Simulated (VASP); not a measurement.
# Ir (Fm-3m) in VASP: single point with PBEsol

Aim: the single point of Ir with PBEsol.

Everything below comes from runs of VASP 6.6.1. Logs are shortened: lines on timing, memory, paths and dates and some standing lists are left out, and cuts for length are marked.

### 1 The cell of the first run

Symmetry: Fm-3m, No. 225, cubic system. The conventional cell has a = 3.830 Å, b = 3.830 Å, c = 3.830 Å, α = 90.00°, β = 90.00°, γ = 90.00°. Ir (site symmetry m-3m) has 12 Ir at 2.71 Å within 3.6 Å.

### 2 Single point, PBEsol

Contents of INCAR:

```
SYSTEM = Ir
PREC = Accurate ; ENCUT = 500
EDIFF = 1E-6 ; ISMEAR = 0
SIGMA = 0.15 ; LREAL = .False.
LASPH = .True. ; NELM = 120
ALGO = Normal ; ISIF = 2
LWAVE = .False. ; LCHARG = .False.
GGA = PS ; NBANDS = 10
GGA_COMPAT = .False.
```

Contents of KPOINTS:

```
regular mesh
0
Gamma
  16 16 16
  0 0 0
```

Contents of POSCAR:

```
Ir
1.0
    0.0000000000      1.9151152069      1.9151152069
    1.9151152069      0.0000000000      1.9151152069
    1.9151152069      1.9151152069      0.0000000000
Ir
1
Direct
    0.0000000000      0.0000000000      0.0000000000
```

Potentials or basis: VASP PAW PBE potentials, release 64 (Ir).

The run is started by

```
$ cat potpaw_PBE.64/Ir/POTCAR > POTCAR
$ mpirun -np 1 vasp_std > vasp.out
```

OUTCAR:

```text
SYSTEM = Ir
   PREC = Accurate
   ENCUT = 500
   EDIFF = 1E-6
   ISMEAR = 0
   LREAL = .False.
   LASPH = .True.
   NELM = 120
   ISIF = 2
   GGA = PS

 ion  position               nearest neighbor table
   1  0.000  0.000  0.000-

  LATTYP: Found a face centered cubic cell.
 ALAT       =     3.8302304138

  Lattice vectors:

 A1 = (   0.0000000000,   1.9151152069,   1.9151152069)
 A2 = (   1.9151152069,   0.0000000000,   1.9151152069)
 A3 = (   1.9151152069,   1.9151152069,   0.0000000000)

Analysis of symmetry for initial positions (statically):
=====================================================================
 Subroutine PRICEL returns:
 Original cell was already a primitive cell.

 Routine SETGRP: Setting up the symmetry group for a
 face centered cubic supercell.

 Subroutine GETGRP returns: Found 48 space group operations
 (whereof 48 operations were pure point group operations)
 out of a pool of 48 trial point group operations.

The static configuration has the point symmetry O_h .

Analysis of symmetry for dynamics (positions and initial velocities):
=====================================================================
 Subroutine PRICEL returns:
 Original cell was already a primitive cell.

 Routine SETGRP: Setting up the symmetry group for a
 face centered cubic supercell.

 Subroutine GETGRP returns: Found 48 space group operations
 (whereof 48 operations were pure point group operations)
 out of a pool of 48 trial point group operations.

The dynamic configuration has the point symmetry O_h .

 Subroutine INISYM returns: Found 48 space group operations
 (whereof 48 operations are pure point group operations),
 and found     1 'primitive' translations

----------------------------------------------------------------------------------------

                                     Primitive cell

  volume of cell :      14.0480

  direct lattice vectors                    reciprocal lattice vectors
     0.000000000  1.915115207  1.915115207    -0.261080899  0.261080899  0.261080899
     1.915115207  0.000000000  1.915115207     0.261080899 -0.261080899  0.261080899
     1.915115207  1.915115207  0.000000000     0.261080899  0.261080899 -0.261080899

  length of vectors
     2.708381899  2.708381899  2.708381899     0.452205382  0.452205382  0.452205382

  position of ions in fractional coordinates (direct lattice)
     0.000000000  0.000000000  0.000000000

  ion indices of the primitive-cell ions
   primitive index   ion index
                 1           1

----------------------------------------------------------------------------------------

 KPOINTS: regular mesh

Automatic generation of k-mesh.
 Grid dimensions read from file:
 generate k-points for:   16   16   16

 Generating k-lattice:

  Cartesian coordinates                     Fractional coordinates (reciprocal lattice)
    -0.016317556  0.016317556  0.016317556     0.062500000  0.000000000  0.000000000
     0.016317556 -0.016317556  0.016317556     0.000000000  0.062500000  0.000000000
     0.016317556  0.016317556 -0.016317556     0.000000000  0.000000000  0.062500000

  Length of vectors
     0.028262836  0.028262836  0.028262836

  Shift w.r.t. Gamma in fractional coordinates (k-lattice)
     0.000000000  0.000000000  0.000000000

 Subroutine IBZKPT returns following result:
 ===========================================

 Found    145 irreducible k-points:

 Following reciprocal coordinates:
            Coordinates               Weight
  0.000000  0.000000  0.000000      1.000000
  0.062500  0.000000  0.000000      8.000000
  0.125000  0.000000  0.000000      8.000000
  0.187500  0.000000  0.000000      8.000000
  0.250000  0.000000  0.000000      8.000000
  0.312500  0.000000  0.000000      8.000000
[... 16 lines left out ...]
 -0.125000  0.062500  0.000000     24.000000
 -0.062500  0.062500  0.000000     12.000000
 [... further k-points ...]
   k-points           NKPTS =    145   k-points in BZ     NKDIM =    145   number of bands    NBANDS=     10
   number of dos      NEDOS =    301   number of ions     NIONS =      1
   total plane-waves  NPLWV =   8000
   dimension x,y,z NGX =    20 NGY =   20 NGZ =   20
   dimension x,y,z NGXF=    40 NGYF=   40 NGZF=   40
   ions per type =               1
   NGX,Y,Z   is equivalent  to a cutoff of  12.28, 12.28, 12.28 a.u.
   NGXF,Y,Z  is equivalent  to a cutoff of  24.55, 24.55, 24.55 a.u.
 SYSTEM =  Ir
   PREC   = accura    normal or accurate (medium, high low for compatibility)
   ISTART =      0    job   : 0-new  1-cont  2-samecut
   ICHARG =      2    charge: 1-file 2-atom 10-const
   ISPIN  =      1    spin polarized calculation?
   LNONCOLLINEAR =      F non collinear calculations
   LSORBIT =      F    spin-orbit coupling
   LASPH  =      T    aspherical Exc in radial PAW
   ENCUT  =  500.0 eV  36.75 Ry    6.06 a.u.   4.94  4.94  4.94*2*pi/ulx,y,z
   NELM   =    120;   NELMIN=  2; NELMDL= -5     # of ELM steps
   EDIFF  = 0.1E-05   stopping-criterion for ELM
   LREAL  =      F    real-space projection
   EDIFFG = 0.1E-04   stopping-criterion for IOM
   NSW    =      0    number of steps for IOM
   IBRION =     -1    ionic relax: 0-MD 1-quasi-New 2-CG
   NFREE  =      0    steps in history (QN), initial steepest desc. (CG)
   ISIF   =      2    stress and relaxation
   ISYM   =      2    0-nonsym 1-usesym 2-fastsym
   POTIM  = 0.5000    time-step for ionic-motion
   TEBEG  =    0.0;   TEEND  =   0.0 temperature during run
   PSTRESS=    0.0 pullay stress
   NELECT =       9.0000    total number of electrons
   NUPDOWN=      -1.0000    fix difference up-down
   EMIN   =  10.00;   EMAX   =-10.00  energy-range for DOS
   EFERMI =   0.00;   METHOD = LEGACY
   ISMEAR =     0;   SIGMA  =   0.15  broadening in eV -4-tet -1-fermi 0-gaus
   EFERMI_NEDOS =   21; number of points for ismear=-14 and -15
   IALGO  =     38    algorithm
   IMIX   =      4    mixing-type and parameters
     AMIX     =   0.40;   BMIX     =  1.00
     AMIX_MAG =   1.60;   BMIX_MAG =  1.00
  volume/ion in A,a.u.               =      14.05        94.80
  Fermi-wavevector in a.u.,A,eV,Ry     =   1.411294  2.666959 27.099406  1.991750
  Thomas-Fermi vector in A             =   2.533160
   LORBIT       =      0    0 simple, 1 ext, 2 COOP (PROOUT), +10 PAW based schemes
   GGA     = PS    functional components
   LHFCALC =     F    Hartree Fock is set to
   AEXX    =    0.0000 exact exchange contribution
   IVDW    =     0    specifies the selected vdW correction
   LEPSILON=     F    determine dielectric tensor
   LRPA    =     F    only Hartree local field effects (RPA)
 non-spin polarized calculation
 Gauss-broadening in eV      SIGMA  =   0.15
  energy-cutoff  :      500.00
  volume of cell :       14.05
 maximum number of plane-waves:       368
   NGX =  9   NGY =  9   NGZ =  9

 number of electron       9.0000000 magnetization

 Free energy of the ion-electron system (eV)
  ---------------------------------------------------
  ext. energy  EPLUGINS =         0.00000000
  ---------------------------------------------------
  free energy    TOTEN  =        -9.81641024 eV

  energy without entropy =       -9.80242553  energy(sigma->0) =       -9.80941789

 E-fermi :  10.3695     XC(G=0): -14.1421

 val. band max:       10.3629657736   @ k =   0.3750   0.0625   0.0000
 cond. band min:      10.3701089125   @ k =  -0.3750   0.1875   0.0000
 fundamental gap:      0.0071431389
 Fermi energy:        10.3695482894

 k-point     1 :       0.0000    0.0000    0.0000
  band No.  band energies     occupation
      1      -0.8986      2.00000
      2       6.4267      2.00000
      3       6.4267      2.00000
      4       6.4267      2.00000
      5       9.1748      2.00000
      6       9.1748      2.00000
      7      24.6714      0.00000
      8      30.2891      0.00000
      9      30.2891      0.00000
     10      30.2891      0.00000

 k-point     2 :       0.0625    0.0000    0.0000
  band No.  band energies     occupation
      1      -0.7235      2.00000
      2       6.3323      2.00000
      3       6.5031      2.00000
      4       6.5031      2.00000
      5       9.1250      2.00000
      6       9.1250      2.00000
      7      24.9759      0.00000
      8      29.3701      0.00000
      9      30.5787      0.00000
     10      30.5787      0.00000

 k-point     3 :       0.1250    0.0000    0.0000
  band No.  band energies     occupation
      1      -0.2212      2.00000
      2       6.1007      2.00000
      3       6.6946      2.00000
      4       6.6946      2.00000
      5       9.0281      2.00000
      6       9.0281      2.00000
      7      25.7875      0.00000
      8      27.6845      0.00000
      9      31.4135      0.00000
     10      31.4135      0.00000

 k-point     4 :       0.1875    0.0000    0.0000
  band No.  band energies     occupation
      1       0.5249      2.00000
      2       5.8779      2.00000
      3       6.8735      2.00000
      4       6.8735      2.00000
      5       9.0429      2.00000
      6       9.0429      2.00000
      7      25.8459      0.00000
      8      26.8709      0.00000
      9      32.6910      0.00000
     10      32.6910      0.00000
[... 222 lines left out ...]
 k-point    22 :      -0.1875    0.0625    0.0000
  band No.  band energies     occupation
      1       0.9454      2.00000
      2       5.7086      2.00000
      3       6.9285      2.00000
      4       7.0133      2.00000
      5       8.6695      2.00000
      6       9.5618      2.00000
      7      25.4361      0.00000
      8      27.2897      0.00000
      9      31.8101      0.00000
     10      34.1779      0.00000

 k-point    23 :      -0.1250    0.0625    0.0000
  band No.  band energies     occupation
      1       0.1537      2.00000
      2       5.8992      2.00000
      3       6.8355      2.00000
      4       6.8572      2.00000
      5       8.6905      2.00000
      6       9.2877      2.00000
      7      26.3557      0.00000
      8      27.1180      0.00000
      9      30.9362      0.00000
     10      32.5553      0.00000

 k-point    24 :      -0.0625    0.0625    0.0000
  band No.  band energies     occupation
      1      -0.4380      2.00000
      2       6.1619      2.00000
      3       6.6095      2.00000
      4       6.6628      2.00000
      5       8.9123      2.00000
      6       9.2005      2.00000
      7      25.4581      0.00000
      8      28.5446      0.00000
      9      30.4691      0.00000
     10      31.3209      0.00000

 [... further k-points ...]
[... 5 lines left out ...]
  --------------------------------------------------------------------------------------
  -------------------------------------------------------------------------------------
  Total        0.1162786      0.1162786      0.1162786      0.0000000      0.0000000      0.0000000
  in kB       13.2615944     13.2615944     13.2615944      0.0000000      0.0000000      0.0000000
  external PRESSURE =      13.2615944 kB  Pullay stress =       0.0000000 kB

 VOLUME and BASIS-vectors are now :
 -----------------------------------------------------------------------------
  energy-cutoff  :      500.00
  volume of cell :       14.05
      direct lattice vectors                 reciprocal lattice vectors
     0.000000000  1.915115207  1.915115207    -0.261080899  0.261080899  0.261080899
     1.915115207  0.000000000  1.915115207     0.261080899 -0.261080899  0.261080899
     1.915115207  1.915115207  0.000000000     0.261080899  0.261080899 -0.261080899

 POSITION                                       TOTAL-FORCE (eV/Angst)
 -----------------------------------------------------------------------------------
      0.00000      0.00000      0.00000         0.000000      0.000000      0.000000
 -----------------------------------------------------------------------------------
    total drift:                                0.000000      0.000000      0.000000

  FREE ENERGIE OF THE ION-ELECTRON SYSTEM (eV)
  ---------------------------------------------------
  free  energy   TOTEN  =        -9.8164102447 eV

  energy  without entropy=       -9.8024255293  energy(sigma->0) =       -9.80941789
```

It took 6.8 s on 1 thread of Intel Xeon 6975P-C (Granite Rapids), shared host; peak memory 0.14 GiB.

Results:

* Free energy: -9.8164 eV
* Pressure: 1.3 GPa

Levels at points of the mesh, in eV from the Fermi level:
```tsv
k point	band 1	band 2	band 3	band 4	band 5	band 6	band 7	band 8	band 9
(0.00, 0.00, 0.00)	-11.27	-3.94	-3.94	-3.94	-1.19	-1.19	14.30	19.92	19.92
(0.50, 0.00, 0.00)	-8.22	-4.04	-4.04	-0.84	0.92	0.92	7.30	13.83	19.82
(0.50, 0.50, 0.00)	-8.02	-7.44	0.90	1.50	1.50	1.64	10.56	11.69	11.69
```

Caveat: the PAW data sets were made with another functional, which shifts forces and pressure a little; spin-orbit coupling is left out, which moves the levels of the heavy elements.
